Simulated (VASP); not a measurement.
Set up this calculation in VASP 6.6.1, as the native input.

```
Task                   : single point
Functional             : PBE
Potentials or basis    : VASP PAW PBE potentials, release 64 (Mn_pv, F)
Cutoff                 : 520 eV
k mesh                 : 4 × 4 × 4
Occupations            : gaussian, width 0.1 eV
Spin                   : collinear spin, antiferromagnetic start
Starting moments       : [4.0, -4.0, 0.0, 0.0, 0.0, 0.0] μB
Dipole correction      : no
Further INCAR settings : ALGO = Normal; EDIFF = 1e-07; NBANDS = 40
```

The structure of MnF2 lies in POSCAR:

```
MnF2
1.0
    0.0000000000      4.5858922036      4.5858922036
    4.5858922036      0.0000000000      4.5858922036
    4.5858922036      4.5858922036      0.0000000000
Mn F
2 4
Direct
    0.5000000000      0.5000000000      0.5000000000
    0.7500000000      0.7500000000      0.7500000000
    0.1250000456      0.6249999848      0.6249999848
    0.6249999848      0.1250000456      0.6249999848
    0.6249999848      0.6249999848      0.1250000456
    0.6249999848      0.6249999848      0.6249999848
```

The cell was generated, and may not be a known phase.

The input as run:

INCAR

```
  PREC = Accurate
  ENCUT = 520
  EDIFF = 1E-7
  ISMEAR = 0
  SIGMA = 0.1
  LREAL = False
  LASPH = True
  NELM = 150
  ALGO = Normal
  ISIF = 2
  LWAVE = False
  LCHARG = False
  ISPIN = 2
  MAGMOM = 4 -4 0 0 0 0
  LORBIT = 11
  LMAXMIX = 4
  GGA = PE
  NBANDS = 40
```

KPOINTS

```
regular mesh
0
Gamma
  4 4 4
```

Potentials or basis: VASP PAW PBE potentials, release 64 (Mn_pv, F).

Run with:

```sh
$ cat potpaw_PBE.64/Mn_pv/POTCAR potpaw_PBE.64/F/POTCAR > POTCAR
$ mpirun -np 1 vasp_std > vasp.out
```

Results of the run:

| Item | Value |
| --- | --- |
| Pressure | 0.1 GPa |
| Band gap on the k mesh | 2.87 eV (least direct gap 2.93 eV) |
| Net moment | 0.00 μB per cell |
| Site moments | Mn +4.45, -4.45; F +0.00 μB |
| Valence electrons inside the program's atomic spheres | Mn 11.33; F 6.09 |

It took 2.3 min on 1 thread of Intel(R) Xeon(R) Platinum 8488C (Sapphire Rapids), with other jobs on the host, peak memory 0.42 GiB.
